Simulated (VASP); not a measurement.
Set up this calculation in VASP 6.6.1, as the native input.

* Task: single point
* Functional: PBEsol
* Potentials or basis: VASP PAW PBE potentials, release 64 (V_sv, N)
* Cutoff: 520 eV
* k mesh: 8 × 8 × 8
* Occupations: gaussian, width 0.1 eV
* Spin: no spin polarisation
* Dipole correction: no
* Further INCAR settings: ALGO = Normal; EDIFF = 1e-06; NBANDS = 32

The structure of VN2 lies in POSCAR:

```
VN2
1.0
   -2.1507500000      2.1507500000      2.4913500000
    2.1507500000     -2.1507500000      2.4913500000
    2.1507500000      2.1507500000     -2.4913500000
V N
2 4
Direct
    0.2500000000      0.2500000000      0.0000000000
    0.7500000000      0.7500000000      0.0000000000
    0.1151000000      0.6151000000      0.7302000000
    0.6151000000      0.8849000000      0.5000000000
    0.8849000000      0.3849000000      0.2698000000
    0.3849000000      0.1151000000      0.5000000000
```

These files were run (other wordings do the same):

INCAR

```
SYSTEM = VN2
  ALGO = Normal
  EDIFF = 1E-6
  ENCUT = 520
  GGA = PS
  ISIF = 2
  ISMEAR = 0
  LASPH = .True.
  LCHARG = .False.
  LREAL = .False.
  LWAVE = .False.
  NBANDS = 32
  NELM = 80
  PREC = Accurate
  SIGMA = 0.1
```

KPOINTS

```
k-points
0
Gamma
  8 8 8
  0 0 0
```

Potentials or basis: VASP PAW PBE potentials, release 64 (V_sv, N).

Command:

```sh
$ cat potpaw_PBE.64/V_sv/POTCAR potpaw_PBE.64/N/POTCAR > POTCAR
$ mpirun -np 1 vasp_std > vasp.out
```

Results of the run:

* Pressure: -10.9 GPa
* Largest force: 0.399 eV/Å
* Band gap on the k mesh: zero (band 23 reaches 11.53 eV, above the bottom of band 24 at 11.21 eV)

Caveat: the PAW data sets were made with another functional, which shifts forces and pressure a little; the run has no spin polarisation, though such a crystal can be magnetic.

Wall time 59 s on 1 thread of AMD EPYC 9R45 96-Core Processor (Zen 5), with other jobs on the host, peak memory 0.18 GiB.
